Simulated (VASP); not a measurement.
A run of VASP 6.6.1:

The input INCAR:

```
SYSTEM = Sb
ALGO = Normal ; EDIFF = 1E-7
ENCUT = 520 ; GGA = PE
ISIF = 2 ; ISMEAR = 0
LASPH = .TRUE. ; LCHARG = .FALSE.
LREAL = .FALSE. ; LWAVE = .FALSE.
NBANDS = 12 ; NELM = 60
PREC = Accurate ; SIGMA = 0.3
```

KPOINTS

```
k-points
0
G
  9 9 9
  0 0 0
```

Contents of POSCAR:

```
Sb
1.0
    2.1879029667      1.2631863668      3.8431731385
   -2.1879029667      1.2631863668      3.8431731385
    0.0000000000     -2.5263727336      3.8431731385
Sb
2
Direct
    0.2326795448      0.2326795448      0.2326795448
    0.7673204552      0.7673204552      0.7673204552
```

Potentials or basis: VASP PAW PBE potentials, release 64 (Sb).

Run with:

```bash
$ cat potpaw_PBE.64/Sb/POTCAR > POTCAR
$ mpirun -np 1 vasp_std > vasp.out
```

Hardware: 1 thread of Intel(R) Xeon(R) Platinum 8259CL CPU @ 2.50GHz (Skylake/Cascade Lake), on a shared host.

Task: How long does it take, and how much memory?

Result: Run time: 47 s on 1 thread of Intel(R) Xeon(R) Platinum 8259CL CPU @ 2.50GHz (Skylake/Cascade Lake) (shared host), peak memory 0.23 GiB. Counts: scf iterations 11, k points 85.
